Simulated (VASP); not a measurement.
# ScTa3V (Pm-3m) in VASP: further runs

The runs below take ScTa3V through single point, with r2SCAN.

All numbers are computed with VASP 6.6.1; they aren't measurements. Logs are shortened: lines on timing, memory, paths and dates and some standing lists are left out, and cuts for length are marked.

## Step 1: The cell of the first run

The structure is cubic, space group Pm-3m (No. 221). The conventional cell has a = 4.272 Å, b = 4.272 Å, c = 4.272 Å, α = 90.00°, β = 90.00°, γ = 90.00°. Within 2.8 Å of Sc (site symmetry m-3m) lie 6 Ta at 2.14 Å. Within 2.8 Å of Ta (site symmetry 4/mmm) lie 2 Sc at 2.14 Å. Within 4.0 Å of V (site symmetry m-3m) lie 12 Ta at 3.02 Å and 8 Sc at 3.70 Å.

## Step 2: Single point, r2SCAN, collinear spin, ferromagnetic start

POSCAR reads:

```
ScTa3V
1.0
    4.2719063114      0.0000000000      0.0000000000
    0.0000000000      4.2719063114      0.0000000000
    0.0000000000      0.0000000000      4.2719063114
Sc Ta V
1 3 1
Direct
    0.5000000000      0.5000000000      0.5000000000
    0.0000000000      0.5000000000      0.5000000000
    0.5000000000      0.0000000000      0.5000000000
    0.5000000000      0.5000000000      0.0000000000
    0.0000000000      0.0000000000      0.0000000000
```

INCAR.step1 reads:

```
  PREC = Accurate
  ENCUT = 520
  ISMEAR = 0
  SIGMA = 0.1
  LREAL = False
  LASPH = True
  NELM = 150
  ISPIN = 2
  MAGMOM = 0 0 0 0 2
  LMAXMIX = 4
  NBANDS = 40
  GGA = PE
  ALGO = Normal
  EDIFF = 1E-4
  LWAVE = True
  LCHARG = False
```

INCAR.step2 reads:

```
  PREC = Accurate
  ENCUT = 520
  EDIFF = 1E-6
  ISMEAR = 0
  SIGMA = 0.1
  LREAL = False
  LASPH = True
  NELM = 150
  ALGO = Normal
  ISIF = 2
  LWAVE = False
  LCHARG = False
  ISPIN = 2
  MAGMOM = 0 0 0 0 2
  LORBIT = 11
  LMAXMIX = 4
  METAGGA = R2SCAN
  LMIXTAU = True
  NBANDS = 40
  ISTART = 1
```

KPOINTS reads:

```
Automatic mesh
0
Gamma
  4 4 4
```

Potentials or basis: VASP PAW PBE potentials, release 64 (Sc_sv, Ta_pv, V_sv).

Run with:

```
$ cat potpaw_PBE.64/Sc_sv/POTCAR potpaw_PBE.64/Ta_pv/POTCAR potpaw_PBE.64/V_sv/POTCAR > POTCAR
$ cp INCAR.step1 INCAR
$ mpirun -np 1 vasp_std > vasp.out
$ cp INCAR.step2 INCAR
$ mpirun -np 1 vasp_std > vasp.out
```

OUTCAR:

```text
PREC = Accurate
   ENCUT = 520
   EDIFF = 1E-6
   ISMEAR = 0
   LREAL = False
   LASPH = True
   NELM = 150
   ISIF = 2
   ISPIN = 2
   LORBIT = 11
   METAGGA = R2SCAN
   ISTART = 1

 ion  position               nearest neighbor table
   1  0.500  0.500  0.500-   2 2.14   3 2.14   4 2.14   4 2.14   3 2.14   2 2.14
   2  0.000  0.500  0.500-   1 2.14   1 2.14   4 3.02   5 3.02   4 3.02   5 3.02   3 3.02   5 3.02
                             5 3.02   3 3.02   3 3.02   4 3.02   4 3.02   3 3.02
   3  0.500  0.000  0.500-   1 2.14   1 2.14   4 3.02   5 3.02   4 3.02   5 3.02   2 3.02   2 3.02
                             4 3.02   4 3.02   2 3.02   5 3.02   5 3.02   2 3.02
   4  0.500  0.500  0.000-   1 2.14   1 2.14   3 3.02   5 3.02   2 3.02   2 3.02   3 3.02   3 3.02
                             5 3.02   3 3.02   2 3.02   5 3.02   2 3.02   5 3.02
   5  0.000  0.000  0.000-   2 3.02   3 3.02   4 3.02   2 3.02   3 3.02   2 3.02   4 3.02   2 3.02
                             3 3.02   4 3.02   3 3.02   4 3.02

  LATTYP: Found a simple cubic cell.
 ALAT       =     4.2719063114

  Lattice vectors:

 A1 = (   4.2719063114,   0.0000000000,   0.0000000000)
 A2 = (   0.0000000000,   4.2719063114,   0.0000000000)
 A3 = (   0.0000000000,   0.0000000000,   4.2719063114)

Analysis of symmetry for initial positions (statically):
=====================================================================
 Subroutine PRICEL returns:
 Original cell was already a primitive cell.

 Routine SETGRP: Setting up the symmetry group for a
 simple cubic supercell.

 Subroutine GETGRP returns: Found 48 space group operations
 (whereof 48 operations were pure point group operations)
 out of a pool of 48 trial point group operations.

The static configuration has the point symmetry O_h .

Analysis of symmetry for dynamics (positions and initial velocities):
=====================================================================
 Subroutine PRICEL returns:
 Original cell was already a primitive cell.

 Routine SETGRP: Setting up the symmetry group for a
 simple cubic supercell.

 Subroutine GETGRP returns: Found 48 space group operations
 (whereof 48 operations were pure point group operations)
 out of a pool of 48 trial point group operations.

The dynamic configuration has the point symmetry O_h .

Analysis of structural, dynamic, and magnetic symmetry:
=====================================================================
 Subroutine PRICEL returns:
 Original cell was already a primitive cell.

 Routine SETGRP: Setting up the symmetry group for a
 simple cubic supercell.

 Subroutine GETGRP returns: Found 48 space group operations
 (whereof 48 operations were pure point group operations)
 out of a pool of 48 trial point group operations.

The overall configuration has the point symmetry O_h .

 Subroutine INISYM returns: Found 48 space group operations
 (whereof 48 operations are pure point group operations),
 and found     1 'primitive' translations

----------------------------------------------------------------------------------------

                                     Primitive cell

  volume of cell :      77.9588

  direct lattice vectors                    reciprocal lattice vectors
     4.271906311  0.000000000  0.000000000     0.234087531  0.000000000  0.000000000
     0.000000000  4.271906311  0.000000000     0.000000000  0.234087531  0.000000000
     0.000000000  0.000000000  4.271906311     0.000000000  0.000000000  0.234087531

  length of vectors
     4.271906311  4.271906311  4.271906311     0.234087531  0.234087531  0.234087531

  position of ions in fractional coordinates (direct lattice)
     0.500000000  0.500000000  0.500000000
     0.000000000  0.500000000  0.500000000
     0.500000000  0.000000000  0.500000000
     0.500000000  0.500000000  0.000000000
     0.000000000  0.000000000  0.000000000

  ion indices of the primitive-cell ions
   primitive index   ion index
                 1           1
                 2           2
                 3           3
                 4           4
                 5           5

----------------------------------------------------------------------------------------

 KPOINTS: Automatic mesh

Automatic generation of k-mesh.
 Grid dimensions read from file:
 generate k-points for:    4    4    4

 Generating k-lattice:

  Cartesian coordinates                     Fractional coordinates (reciprocal lattice)
     0.058521883  0.000000000  0.000000000     0.250000000  0.000000000  0.000000000
     0.000000000  0.058521883  0.000000000     0.000000000  0.250000000  0.000000000
     0.000000000  0.000000000  0.058521883     0.000000000  0.000000000  0.250000000

  Length of vectors
     0.058521883  0.058521883  0.058521883

  Shift w.r.t. Gamma in fractional coordinates (k-lattice)
     0.000000000  0.000000000  0.000000000

 Subroutine IBZKPT returns following result:
 ===========================================

 Found     10 irreducible k-points:

 Following reciprocal coordinates:
            Coordinates               Weight
  0.000000  0.000000  0.000000      1.000000
  0.250000  0.000000  0.000000      6.000000
  0.500000  0.000000  0.000000      3.000000
  0.250000  0.250000  0.000000     12.000000
  0.500000  0.250000  0.000000     12.000000
  0.500000  0.500000  0.000000      3.000000
  0.250000  0.250000  0.250000      8.000000
  0.500000  0.250000  0.250000     12.000000
  0.500000  0.500000  0.250000      6.000000
  0.500000  0.500000  0.500000      1.000000
   k-points           NKPTS =     10   k-points in BZ     NKDIM =     10   number of bands    NBANDS=     40
   number of dos      NEDOS =    301   number of ions     NIONS =      5
   total plane-waves  NPLWV =  32768
   dimension x,y,z NGX =    32 NGY =   32 NGZ =   32
   dimension x,y,z NGXF=    64 NGYF=   64 NGZF=   64
   ions per type =               1   3   1
   NGX,Y,Z   is equivalent  to a cutoff of  12.45, 12.45, 12.45 a.u.
   NGXF,Y,Z  is equivalent  to a cutoff of  24.91, 24.91, 24.91 a.u.
 SYSTEM =  unknown system
   PREC   = accura    normal or accurate (medium, high low for compatibility)
   ISTART =      1    job   : 0-new  1-cont  2-samecut
   ICHARG =      0    charge: 1-file 2-atom 10-const
   ISPIN  =      2    spin polarized calculation?
   LNONCOLLINEAR =      F non collinear calculations
   LSORBIT =      F    spin-orbit coupling
   LASPH  =      T    aspherical Exc in radial PAW
   ENCUT  =  520.0 eV  38.22 Ry    6.18 a.u.   7.94  7.94  7.94*2*pi/ulx,y,z
   NELM   =    150;   NELMIN=  2; NELMDL=  0     # of ELM steps
   EDIFF  = 0.1E-05   stopping-criterion for ELM
   LREAL  =      F    real-space projection
   EDIFFG = 0.1E-04   stopping-criterion for IOM
   NSW    =      0    number of steps for IOM
   IBRION =     -1    ionic relax: 0-MD 1-quasi-New 2-CG
   NFREE  =      0    steps in history (QN), initial steepest desc. (CG)
   ISIF   =      2    stress and relaxation
   ISYM   =      2    0-nonsym 1-usesym 2-fastsym
   POTIM  = 0.5000    time-step for ionic-motion
   TEBEG  =    0.0;   TEEND  =   0.0 temperature during run
   PSTRESS=    0.0 pullay stress
   NELECT =      57.0000    total number of electrons
   NUPDOWN=      -1.0000    fix difference up-down
   EMIN   =  10.00;   EMAX   =-10.00  energy-range for DOS
   EFERMI =   0.00;   METHOD = LEGACY
   ISMEAR =     0;   SIGMA  =   0.10  broadening in eV -4-tet -1-fermi 0-gaus
   EFERMI_NEDOS =   21; number of points for ismear=-14 and -15
   IALGO  =     38    algorithm
   IMIX   =      4    mixing-type and parameters
     AMIX     =   0.40;   BMIX     =  1.00
     AMIX_MAG =   1.60;   BMIX_MAG =  1.00
  volume/ion in A,a.u.               =      15.59       105.22
  Fermi-wavevector in a.u.,A,eV,Ry     =   1.474839  2.787042 29.594729  2.175151
  Thomas-Fermi vector in A             =   2.589562
   LORBIT       =     11    0 simple, 1 ext, 2 COOP (PROOUT), +10 PAW based schemes
   METAGGA = R2SCAN    functional components
   LHFCALC =     F    Hartree Fock is set to
   AEXX    =    0.0000 exact exchange contribution
   IVDW    =     0    specifies the selected vdW correction
   LEPSILON=     F    determine dielectric tensor
   LRPA    =     F    only Hartree local field effects (RPA)
 spin polarized calculation
 Gauss-broadening in eV      SIGMA  =   0.10
  energy-cutoff  :      520.00
  volume of cell :       77.96
 maximum number of plane-waves:      2176
 NGX is ok and might be reduce to    32
   NGX = 15   NGY = 15   NGZ = 15

 number of electron      56.9999994 magnetization       0.0035038

 Free energy of the ion-electron system (eV)
  ---------------------------------------------------
  ext. energy  EPLUGINS =         0.00000000
  ---------------------------------------------------
  free energy    TOTEN  =      -157.27629008 eV

  energy without entropy =     -157.24373832  energy(sigma->0) =     -157.26001420

 E-fermi :   6.9675     XC(G=0): -13.8184

 val. band max:        6.9020358143   @ k =   0.2500   0.2500   0.0000
 cond. band min:       6.9891370449   @ k =   0.2500   0.2500   0.0000
 fundamental gap:      0.0871012306
 Fermi energy:         6.9674831864

 spin component 1

 k-point     1 :       0.0000    0.0000    0.0000
  band No.  band energies     occupation
      1     -59.9245      1.00000
      2     -42.3263      1.00000
      3     -32.6339      1.00000
      4     -32.6339      1.00000
      5     -32.6339      1.00000
      6     -29.9924      1.00000
[... 32 lines left out ...]
     39      12.5808      0.00000
     40      12.5809      0.00000

 k-point     2 :       0.2500    0.0000    0.0000
  band No.  band energies     occupation
      1     -59.9245      1.00000
      2     -42.3966      1.00000
      3     -32.6324      1.00000
      4     -32.6322      1.00000
      5     -32.6322      1.00000
      6     -29.9627      1.00000
[... 333 lines left out ...]
     39      10.8848      0.00000
     40      11.7072      0.00000

 k-point    10 :       0.5000    0.5000    0.5000
  band No.  band energies     occupation
      1     -59.9243      1.00000
      2     -42.7363      1.00000
      3     -32.6390      1.00000
      4     -32.6390      1.00000
      5     -32.6390      1.00000
      6     -28.9071      1.00000
[... 32 lines left out ...]
     39      11.0193      0.00000
     40      11.2965      0.00000
 Fermi energy:         6.9674831864

 spin component 2

 k-point     1 :       0.0000    0.0000    0.0000
  band No.  band energies     occupation
      1     -59.9198      1.00000
      2     -42.3264      1.00000
      3     -32.6293      1.00000
      4     -32.6293      1.00000
      5     -32.6293      1.00000
      6     -29.9926      1.00000
[... 32 lines left out ...]
     39      12.5808      0.00000
     40      12.6197      0.00000

 k-point     2 :       0.2500    0.0000    0.0000
  band No.  band energies     occupation
      1     -59.9198      1.00000
      2     -42.3967      1.00000
      3     -32.6277      1.00000
      4     -32.6276      1.00000
      5     -32.6276      1.00000
      6     -29.9629      1.00000
[... 333 lines left out ...]
     39      10.8856      0.00000
     40      11.7084      0.00000

 k-point    10 :       0.5000    0.5000    0.5000
  band No.  band energies     occupation
      1     -59.9196      1.00000
      2     -42.7365      1.00000
      3     -32.6344      1.00000
      4     -32.6344      1.00000
      5     -32.6344      1.00000
      6     -28.9073      1.00000
[... 32 lines left out ...]
     39      11.0190      0.00000
     40      11.2976      0.00000

------------------------ aborting loop because EDIFF is reached ----------------------------------------

  FORCE on cell =-STRESS in cart. coord.  units (eV):
  Direction    XX          YY          ZZ          XY          YZ          ZX
  --------------------------------------------------------------------------------------
  -------------------------------------------------------------------------------------
  Total       23.5296434     23.5296434     23.5296434     -0.0000000     -0.0000000      0.0000000
  in kB      483.5715809    483.5715809    483.5715809     -0.0000000     -0.0000000      0.0000000
  external PRESSURE =     483.5715809 kB  Pullay stress =       0.0000000 kB

 VOLUME and BASIS-vectors are now :
 -----------------------------------------------------------------------------
  energy-cutoff  :      520.00
  volume of cell :       77.96
      direct lattice vectors                 reciprocal lattice vectors
     4.271906311  0.000000000  0.000000000     0.234087531  0.000000000  0.000000000
     0.000000000  4.271906311  0.000000000     0.000000000  0.234087531  0.000000000
     0.000000000  0.000000000  4.271906311     0.000000000  0.000000000  0.234087531

 POSITION                                       TOTAL-FORCE (eV/Angst)
 -----------------------------------------------------------------------------------
      2.13595      2.13595      2.13595         0.000000      0.000000      0.000000
      0.00000      2.13595      2.13595         0.000000      0.000000      0.000000
      2.13595      0.00000      2.13595         0.000000      0.000000      0.000000
      2.13595      2.13595      0.00000         0.000000      0.000000      0.000000
      0.00000      0.00000      0.00000         0.000000      0.000000      0.000000
 -----------------------------------------------------------------------------------
    total drift:                                0.000000     -0.000000     -0.000000

  FREE ENERGIE OF THE ION-ELECTRON SYSTEM (eV)
  ---------------------------------------------------
  free  energy   TOTEN  =      -157.2762900838 eV

  energy  without entropy=     -157.2437383165  energy(sigma->0) =     -157.26001420

 total charge

# of ion       s       p       d       tot
------------------------------------------
    1        2.332   6.325   3.741  12.398
    2        0.394   6.178   2.705   9.277
    3        0.394   6.178   2.705   9.277
    4        0.394   6.178   2.705   9.277
    5        2.251   6.151   2.911  11.313
--------------------------------------------------
tot          5.764  31.010  14.768  51.542

 magnetization (x)

# of ion       s       p       d       tot
------------------------------------------
    1       -0.000   0.000  -0.000  -0.000
    2       -0.000  -0.000  -0.000  -0.000
    3       -0.000  -0.000  -0.000  -0.000
    4       -0.000  -0.000  -0.000  -0.000
    5        0.000   0.000   0.004   0.004
--------------------------------------------------
tot         -0.000   0.000   0.003   0.003
```

It took 3.3 min on 1 thread of Intel Xeon Platinum 8259CL at 2.50GHz (Skylake/Cascade Lake), shared host; peak memory 0.25 GiB.

What came out:

- Free energy: -157.2763 eV
- Pressure: 48.4 GPa
- Net moment: 0.00 μB per cell
- Valence electrons inside the program's atomic spheres: Sc 12.40; Ta 9.28; V 11.31

Levels at points of the mesh, in eV from the Fermi level:
Spin up:
```csv
k point,band 25,band 26,band 27,band 28,band 29,band 30,band 31,band 32
"(0.00, 0.00, 0.00)",-2.46,-0.83,-0.58,-0.58,-0.58,2.39,2.39,2.44
"(0.50, 0.00, 0.00)",-1.48,-1.34,-1.13,-1.13,0.06,0.70,1.27,1.27
"(0.50, 0.50, 0.00)",-1.65,-1.11,-0.86,-0.86,-0.54,0.62,0.62,0.84
"(0.50, 0.50, 0.50)",-0.35,-0.35,-0.35,0.21,0.21,1.12,1.12,1.12
```
Spin down:
| k point | band 24 | band 25 | band 26 | band 27 | band 28 | band 29 | band 30 | band 31 | band 32 | band 33 |
| --- | --- | --- | --- | --- | --- | --- | --- | --- | --- | --- |
| (0.00, 0.00, 0.00) | -2.46 | -2.46 | -0.83 | -0.58 | -0.58 | -0.58 | 2.39 | 2.39 | 2.44 | 2.44 |
| (0.50, 0.00, 0.00) | -2.23 | -1.48 | -1.34 | -1.13 | -1.13 | 0.06 | 0.70 | 1.27 | 1.27 | 1.33 |
| (0.50, 0.50, 0.00) | -1.74 | -1.65 | -1.11 | -0.86 | -0.86 | -0.54 | 0.62 | 0.62 | 0.85 | 1.50 |
| (0.50, 0.50, 0.50) | -1.01 | -0.35 | -0.35 | -0.35 | 0.22 | 0.22 | 1.12 | 1.12 | 1.12 | 3.87 |

Caveat: the k points lie up to 0.37 Å⁻¹ apart; the PAW data sets were made with another functional, which shifts forces and pressure a little; spin-orbit coupling is left out, which moves the levels of the heavy elements.

[end of part 1 of 2]
